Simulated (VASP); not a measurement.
# TiSn2Te3 (P6/mmm) in VASP: further runs, part 3 of 3

VASP 6.6.1.

### Step 5. Relaxation of cell and atoms, PBE

This run uses another cell than the first one, of 33.24 Å³/atom.

File INCAR:

```
  PREC = Accurate
  ENCUT = 600
  EDIFF = 1E-6
  ISMEAR = 0
  SIGMA = 0.1
  LREAL = F
  LASPH = T
  NELM = 60
  ALGO = Normal
  ISIF = 3
  LWAVE = F
  LCHARG = F
  GGA = PE
  IBRION = 2
  NSW = 90
  EDIFFG = -0.04
```

File KPOINTS:

```
regular mesh
0
Gamma
  6 6 2
```

File POSCAR:

```
TiSn2Te3
1.0
    4.7500375900      0.0000000000      0.0000000000
   -2.3750188000      4.1136532200      0.0000000000
    0.0000000000      0.0000000000     10.2058737300
Ti Sn Te
1 2 3
Direct
    0.0000000000      0.0000000000      0.0000000000
    0.3333333300      0.6666666700      0.0000000000
    0.6666666700      0.3333333300      0.0000000000
    0.3333333300      0.6666666700      0.5000000000
    0.6666666700      0.3333333300      0.5000000000
    0.0000000000      0.0000000000      0.5000000000
```

Potentials or basis: VASP PAW PBE potentials, release 64 (Ti_sv, Sn_d, Te).

Launch:

```sh
> cat potpaw_PBE.64/Ti_sv/POTCAR potpaw_PBE.64/Sn_d/POTCAR potpaw_PBE.64/Te/POTCAR > POTCAR
> mpirun -np 1 vasp_std > vasp.out
```

OUTCAR:

```text
PREC = Accurate
   ENCUT = 600
   EDIFF = 1E-6
   ISMEAR = 0
   LREAL = F
   LASPH = T
   NELM = 60
   ISIF = 3
   GGA = PE
   IBRION = 2
   NSW = 90
   EDIFFG = -0.04

 ion  position               nearest neighbor table
   1  0.000  0.000  0.000-   2 2.74   3 2.74   3 2.74   2 2.74   3 2.74   2 2.74
   2  0.333  0.667  0.000-   3 2.74   3 2.74   1 2.74   1 2.74   1 2.74   3 2.74
   3  0.667  0.333  0.000-   2 2.74   2 2.74   1 2.74   1 2.74   1 2.74   2 2.74
   4  0.333  0.667  0.500-   5 2.74   5 2.74   6 2.74   6 2.74   6 2.74   5 2.74
   5  0.667  0.333  0.500-   4 2.74   4 2.74   6 2.74   6 2.74   6 2.74   4 2.74
   6  0.000  0.000  0.500-   4 2.74   5 2.74   5 2.74   4 2.74   5 2.74   4 2.74

  LATTYP: Found a hexagonal cell.
 ALAT       =     4.7500375900
 C/A-ratio  =     2.1485879925

  Lattice vectors:

 A1 = (   4.7500375900,   0.0000000000,   0.0000000000)
 A2 = (  -2.3750188000,   4.1136532200,   0.0000000000)
 A3 = (   0.0000000000,   0.0000000000,  10.2058737300)

Analysis of symmetry for initial positions (statically):
=====================================================================
 Subroutine PRICEL returns:
 Original cell was already a primitive cell.

 Routine SETGRP: Setting up the symmetry group for a
 hexagonal supercell.

 Subroutine GETGRP returns: Found 24 space group operations
 (whereof 24 operations were pure point group operations)
 out of a pool of 24 trial point group operations.

The static configuration has the point symmetry D_6h.

Analysis of symmetry for dynamics (positions and initial velocities):
=====================================================================
 Subroutine PRICEL returns:
 Original cell was already a primitive cell.

 Routine SETGRP: Setting up the symmetry group for a
[... 133 lines left out ...]
   LRPA    =     F    only Hartree local field effects (RPA)
 conjugate gradient relaxation of ions
 non-spin polarized calculation
 Gauss-broadening in eV      SIGMA  =   0.10
  energy-cutoff  :      600.00
  volume of cell :      199.42
 maximum number of plane-waves:      6695
 NGX is ok and might be reduce to    40
   NGX = 19   NGY = 19   NGZ = 41

--------------------------------------- Ionic step        1  -------------------------------------------

 number of electron      58.0000000 magnetization

 Free energy of the ion-electron system (eV)
  ---------------------------------------------------
  ext. energy  EPLUGINS =         0.00000000
  ---------------------------------------------------
  free energy    TOTEN  =       -16.67554924 eV

  energy without entropy =      -16.64362362  energy(sigma->0) =      -16.65958643

------------------------ aborting loop because EDIFF is reached ----------------------------------------

  FORCE on cell =-STRESS in cart. coord.  units (eV):
  Direction    XX          YY          ZZ          XY          YZ          ZX
  --------------------------------------------------------------------------------------
  -------------------------------------------------------------------------------------
  Total       42.4879436     42.4879436     -1.0516503     -0.0000001      0.0000000      0.0000000
  in kB      341.3511571    341.3511568     -8.4490335     -0.0000004      0.0000000      0.0000000
  external PRESSURE =     224.7510935 kB  Pullay stress =       0.0000000 kB
[... 27 lines left out ...]
--------------------------------------- Ionic step        2  -------------------------------------------

 number of electron      58.0000029 magnetization

------------------------ aborting loop EDIFF was not reached (unconverged)  ----------------------------

  FORCE on cell =-STRESS in cart. coord.  units (eV):
  Direction    XX          YY          ZZ          XY          YZ          ZX
  --------------------------------------------------------------------------------------
  -------------------------------------------------------------------------------------
  Total      -24.6919328    -24.6919328    -14.1050207      0.0000000      0.0000000      0.0000000
  in kB     -111.1522847   -111.1522845    -63.4946355      0.0000002      0.0000000      0.0000000
  external PRESSURE =     -95.2664016 kB  Pullay stress =       0.0000000 kB
[... 1639 lines left out ...]
     33       7.9433      0.00000
     34       8.3044      0.00000

[... ionic steps 4 to 14 ...]

--------------------------------------- Ionic step       15  -------------------------------------------

 number of electron      58.0000004 magnetization

------------------------ aborting loop because EDIFF is reached ----------------------------------------
[... 75 lines left out ...]
--------------------------------------- Ionic step       17  -------------------------------------------

 number of electron      57.9999992 magnetization

 Free energy of the ion-electron system (eV)
  ---------------------------------------------------
  ext. energy  EPLUGINS =         0.00000000
  ---------------------------------------------------
  free energy    TOTEN  =       -23.26676425 eV

  energy without entropy =      -23.22425476  energy(sigma->0) =      -23.24550950

 E-fermi :   7.5744     XC(G=0): -10.0111

 val. band max:        7.5600520973   @ k =   0.3333   0.0000   0.0000
 cond. band min:       7.6045247806   @ k =   0.3333   0.0000   0.0000
 fundamental gap:      0.0444726833
 Fermi energy:         7.5744277781
[... 549 lines left out ...]
  FREE ENERGIE OF THE ION-ELECTRON SYSTEM (eV)
  ---------------------------------------------------
  free  energy   TOTEN  =       -23.2667642453 eV

  energy  without entropy=      -23.2242547616  energy(sigma->0) =      -23.24550950

 reached required accuracy - stopping structural energy minimisation
```

OSZICAR:

```text
N       E                     dE             d eps       ncg     rms          rms(c)
DAV:   1     0.626040904177E+03    0.62604E+03   -0.29079E+04   970   0.208E+03
DAV:   2     0.775117734841E+02   -0.54853E+03   -0.54149E+03   952   0.538E+02
DAV:   3    -0.120077007467E+02   -0.89519E+02   -0.87534E+02  1396   0.192E+02
DAV:   4    -0.184466754176E+02   -0.64390E+01   -0.60833E+01  1296   0.478E+01
[... 367 lines left out ...]
DAV:  13    -0.232669162679E+02    0.20053E-04   -0.20192E-04  1064   0.622E-02    0.145E-01
DAV:  14    -0.232668403034E+02    0.75965E-04   -0.72153E-05  1294   0.289E-02    0.992E-02
DAV:  15    -0.232667619991E+02    0.78304E-04   -0.45368E-04  1120   0.560E-02    0.146E-02
DAV:  16    -0.232667638760E+02   -0.18769E-05   -0.13298E-05   996   0.130E-02    0.154E-02
DAV:  17    -0.232667642453E+02   -0.36935E-06   -0.60172E-07   606   0.350E-03
  17 F= -.23266764E+02 E0= -.23245510E+02  d E =-.612808E-01
```

It took 55 min on 1 thread of Intel Xeon Platinum 8488C (Sapphire Rapids), shared host; peak memory 0.49 GiB.

Results:

| Item | Value |
| --- | --- |
| Free energy | -23.2668 eV |
| Relaxed volume | 27.65 Å³/atom |
| Relaxed cell | a = 5.475 Å, b = 5.475 Å, c = 6.391 Å, α = 90.00°, β = 90.00°, γ = 120.00° |
| Space group after relaxing (to 0.1 Å) | P6/mmm (No. 191) |
| Pressure after relaxing | 0.0 GPa |
| Band gap on the k mesh | zero (bands 29 and 30 overlap by 0.65 eV) |

Stress tensor (GPa, compression positive):
```
-0.05  0.00  0.00
 0.00 -0.05  0.00
 0.00  0.00  0.15
```

Final structure:
```
Ti Sn Te
1.0
     5.47544    0.00000    0.00000
    -2.73772    4.74187    0.00000
     0.00000    0.00000    6.39057
Ti Sn Te
1 2 3
Cartesian
  0.0000 0.0000 0.0000
  0.0000 3.1612 0.0000
  2.7377 1.5806 6.3906
  0.0000 3.1612 3.1953
  2.7377 1.5806 3.1953
  0.0000 0.0000 3.1953
```

Caveat: the volume moved by over 15 % at a fixed basis, so the end points are rough; spin-orbit coupling is left out, which moves the levels of the heavy elements.

### Step 6. Relaxation of cell and atoms, PBE

This run uses another cell than the first one, of 27.71 Å³/atom.

File INCAR:

```
  PREC = Accurate
  ENCUT = 600
  EDIFF = 1E-7
  ISMEAR = 0
  SIGMA = 0.1
  LREAL = False
  LASPH = True
  NELM = 80
  ALGO = Normal
  ISIF = 3
  LWAVE = False
  LCHARG = False
  GGA = PE
  IBRION = 2
  NSW = 90
  EDIFFG = -0.04
```

File KPOINTS:

```
regular mesh
0
Gamma
  6 6 4
```

File POSCAR:

```
TiSn2Te3
1.0
    5.4775097973      0.0000000000      0.0000000000
   -2.7387548986      4.7436626339      0.0000000000
    0.0000000000      0.0000000000      6.3985476611
Ti Sn Te
1 2 3
Direct
    0.0000000000      0.0000000000      0.0000000000
    0.3333333333      0.6666666667      0.0000000000
    0.6666666667      0.3333333333      0.0000000000
    0.3333333333      0.6666666667      0.5000000000
    0.6666666667      0.3333333333      0.5000000000
    0.0000000000      0.0000000000      0.5000000000
```

Potentials or basis: VASP PAW PBE potentials, release 64 (Ti_sv, Sn_d, Te).

Launch:

```sh
> cat potpaw_PBE.64/Ti_sv/POTCAR potpaw_PBE.64/Sn_d/POTCAR potpaw_PBE.64/Te/POTCAR > POTCAR
> mpirun -np 1 vasp_std > vasp.out
```

It took 22 min on 1 thread of Intel Xeon Platinum 8488C (Sapphire Rapids), shared host; peak memory 0.46 GiB.

It converged, with:

| Property | Result |
| --- | --- |
| Free energy | -23.6364 eV |
| Relaxed volume | 27.51 Å³/atom |
| Relaxed cell | a = 5.591 Å, b = 5.591 Å, c = 6.096 Å, α = 90.00°, β = 90.00°, γ = 120.00° |
| Space group after relaxing (to 0.1 Å) | P6/mmm (No. 191) |
| Energy gained by relaxing | 31.6 meV/atom |
| Ionic steps | 5 |
| Pressure after relaxing | 0.0 GPa |
| Band gap on the k mesh | zero (bands 29 and 30 overlap by 0.49 eV) |

Stress tensor (GPa, compression positive):
```
-0.04  0.00  0.00
 0.00 -0.04  0.00
 0.00  0.00  0.06
```

Step by step:
| step | energy change (eV) | largest force (eV/Å) | pressure (GPa) | volume (Å³) |
| --- | --- | --- | --- | --- |
| 1 | 0.0000 | 0.0000 | 0.16 | 166.26 |
| 2 | -0.1865 | 0.0000 | -0.53 | 166.69 |
| 3 | -0.1866 | 0.0000 | -0.54 | 166.70 |
| 4 | -0.1891 | 0.0000 | 0.18 | 164.46 |
| 5 | -0.1895 | 0.0000 | -0.01 | 165.03 |

Final structure:
```yaml
crystal:
  lattice:
    - [5.59110, 0.00000, 0.00000]
    - [-2.79555, 4.84204, 0.00000]
    - [0.00000, 0.00000, 6.09604]
  atoms:
    - { symbol: Ti, position: [0.00000, 0.00000, 0.00000] }
    - { symbol: Sn, position: [0.33333, 0.66667, 0.00000] }
    - { symbol: Sn, position: [0.66667, 0.33333, 0.00000] }
    - { symbol: Te, position: [0.33333, 0.66667, 0.50000] }
    - { symbol: Te, position: [0.66667, 0.33333, 0.50000] }
    - { symbol: Te, position: [0.00000, 0.00000, 0.50000] }
```

Levels at points of the mesh, in eV from the Fermi level:
```csv
k point,band 25,band 26,band 27,band 28,band 29,band 30,band 31,band 32,band 33,band 34
"(0.00, 0.00, 0.00)",-2.70,-1.95,-1.67,-1.67,0.06,0.06,0.43,1.11,1.11,2.17
"(0.50, 0.00, 0.00)",-2.28,-1.83,-1.22,-0.46,-0.07,0.06,0.42,0.50,0.55,0.58
"(0.00, 0.00, 0.50)",-2.26,-2.26,-1.53,-0.59,0.32,0.32,0.49,0.49,1.03,1.40
"(0.50, 0.00, 0.50)",-1.74,-1.22,-0.43,-0.26,-0.26,-0.05,0.11,0.65,0.81,1.28
```

Caveat: spin-orbit coupling is left out, which moves the levels of the heavy elements.

### Step 7. Summary

| task | cell | k mesh | cutoff (eV) | gap on the mesh (eV) | pressure (GPa) | relaxed volume (Å³/atom) |
| --- | --- | --- | --- | --- | --- | --- |
| single point | a = 5.593, b = 5.593, c = 6.087 Å, angles 90.0, 90.0, 120.0°, 6 atoms | 6 × 6 × 4 | 520 | none | 0.0 | - |
| single point | a = 5.478, b = 5.478, c = 6.399 Å, angles 90.0, 90.0, 120.0°, 6 atoms | 6 × 6 × 2 | 520 | none | -0.1 | - |
| single point | a = 4.750, b = 4.750, c = 10.206 Å, angles 90.0, 90.0, 120.0°, 6 atoms | 6 × 6 × 2 | 520 | none | 22.5 | - |
| relaxation of cell and atoms | relaxed from a = 4.750, b = 4.750, c = 10.206 Å, angles 90.0, 90.0, 120.0°, 6 atoms | 6 × 6 × 2 | 600 | none | 0.0 | 27.65 |
| relaxation of cell and atoms | relaxed from a = 5.478, b = 5.478, c = 6.399 Å, angles 90.0, 90.0, 120.0°, 6 atoms | 6 × 6 × 4 | 600 | none | 0.0 | 27.51 |

Alike in all rows: level PBE; potentials or basis VASP PAW PBE potentials, release 64 (Ti_sv, Sn_d, Te); no spin polarisation; smearing gaussian 0.1 eV.

Caveats: some runs use coarse meshes; spin-orbit coupling is left out, which moves the levels of the heavy elements; the stress differs along the axes, from -1 to 34 GPa (at least some runs); the volume moved by over 15 % at a fixed basis, so the end points are rough (at least some runs).

Total energies depend on the potentials used, so only differences within one code and one set of settings carry meaning.

The gap in the log of VASP goes by the Fermi energy; the results here count the filled bands.